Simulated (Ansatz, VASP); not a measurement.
# Two plane-wave programs on WS2

File INCAR:

```
PREC = Accurate
ENCUT = 520
EDIFF = 1E-6
ISMEAR = 0
SIGMA = 0.05
LREAL = False
LASPH = True
NELM = 80
ALGO = Normal
ISIF = 2
LWAVE = False
LCHARG = False
GGA = PE
IVDW = 12
NBANDS = 20
```

KPOINTS

```
Automatic mesh
0
Gamma
  12 12 12
```

POSCAR

```
WS2
1.0
    1.5944000000      0.9205272692      6.9092666667
   -1.5944000000      0.9205272692      6.9092666667
    0.0000000000     -1.8410545384      6.9092666667
W S
1 2
Direct
    0.9993440419      0.9993440419      0.9993440419
    0.7527816504      0.7527816504      0.7527816504
    0.5791743077      0.5791743077      0.5791743077
```

Input for Ansatz:

```yaml
crystal:
  lattice:
    - [1.5944, 0.9205272692, 6.9092666667]
    - [-1.5944, 0.9205272692, 6.9092666667]
    - [0.0, -1.8410545384, 6.9092666667]
  atoms:
    - { symbol: W, position: [0.9993440419, 0.9993440419, 0.9993440419] }
    - { symbol: S, position: [0.7527816504, 0.7527816504, 0.7527816504] }
    - { symbol: S, position: [0.5791743077, 0.5791743077, 0.5791743077] }
basis:
  ecutwfc: 420
kpoints:
  mp_grid: { grid: [12, 12, 12] }
hamiltonian:
  xc: pbe
  pseudopotentials: { kind: paw, azcp: { folder: soft_1 } }
  dispersion: d3bj
scf:
  occupations: { method: gaussian, width: 0.05 }
output:
  forces: true
  stress: true
  eigenvalues: true
```

Alike in both runs: task single point; functional PBE; dispersion D3(BJ); k mesh 12 × 12 × 12; occupations gaussian, width 0.05 eV; no spin polarisation.

|  | VASP | Ansatz |
| --- | --- | --- |
| version | VASP 6.6.1 | Ansatz 0.2.0 |
| potentials or method | VASP PAW PBE potentials, release 64 (W_sv, S), cutoff 520 eV | scalar-relativistic, plane waves, PAW |
| valence electrons in the cell | 26 | 26 |

Ansatz gave:

```
gap on the k mesh at the Fermi level (eV)                     : 0.94
least direct gap on the mesh (eV)                             : 1.67
pressure (GPa)                                                : -19.0
traceless stress, the component that is largest in VASP (GPa) : -14.42
rms of the force components (eV/Å)                            : 1.561
```

Task: Estimate VASP's values.

Result: gap on the k mesh at the Fermi level (eV): 0.94; least direct gap on the mesh (eV): 1.67; pressure (GPa): -19.1; traceless stress, the component that is largest in VASP (GPa): -14.43; rms of the force components (eV/Å): 1.562.

Atom by atom the forces differ by 0.001 eV/Å (rms over components).

Neither program's run includes spin-orbit coupling.
